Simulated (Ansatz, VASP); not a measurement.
# Li in VASP and in Ansatz

File INCAR:

```
  PREC = Accurate
  ENCUT = 520
  EDIFF = 1E-6
  ISMEAR = 0
  SIGMA = 0.15
  LREAL = F
  LASPH = T
  NELM = 60
  ALGO = Fast
  ISIF = 2
  LWAVE = F
  LCHARG = F
  GGA = PE
  IVDW = 12
  NBANDS = 10
```

Contents of KPOINTS:

```
regular mesh
0
Gamma
  16 16 12
```

The input POSCAR:

```
Li
1.0
    0.0000000000     -2.0886081792     -2.0886081792
    0.0000000000      2.0886081792     -2.0886081792
    4.1772163584      0.0000000000      0.0000000000
Li
2
Direct
    0.5610454375      0.4389545625      0.5000000000
   -0.0610454375      0.0610454375      0.0000000000
```

Input for Ansatz:

```yaml
crystal:
  lattice:
    - [0.0, -2.0886081792, -2.0886081792]
    - [0.0, 2.0886081792, -2.0886081792]
    - [4.1772163584, 0.0, 0.0]
  atoms:
    - { symbol: Li, position: [0.5610454375, 0.4389545625, 0.5] }
    - { symbol: Li, position: [-0.0610454375, 0.0610454375, 0.0] }
basis:
  ecutwfc: 520.0
kpoints:
  mp_grid: { grid: [16, 16, 12] }
hamiltonian:
  xc: pbe
  dispersion: d3bj
scf:
  occupations: { method: gaussian, width: 0.15 }
output:
  forces: true
  stress: true
  eigenvalues: true
```

Change from the starting cell: mode 4 frozen in at -0.255 Å and mode 5 at -0.000 Å (largest displacements).

Alike in both runs: task single point; functional PBE; dispersion D3(BJ); k mesh 16 × 16 × 12; occupations gaussian, width 0.15 eV; no spin polarisation.

```csv
,VASP,Ansatz
version,VASP 6.6.1,Ansatz 0.2.0
potentials or method,"VASP PAW PBE potentials, release 64 (Li_sv), cutoff 520 eV","scalar-relativistic, plane waves, PAW"
valence electrons in the cell,6,6
```

```csv
,VASP,Ansatz,Ansatz less VASP
gap on the k mesh at the Fermi level (eV),none,none,-
rms of the force components (eV/Å),0.236,0.236,-0.0001
```

Atom by atom the forces differ by 0.000 eV/Å (rms over components). A gap of «none» marks a metal or a gap that the smearing closes.

Noted on VASP's run: the cutoff is short for stress, so the pressure is rough.
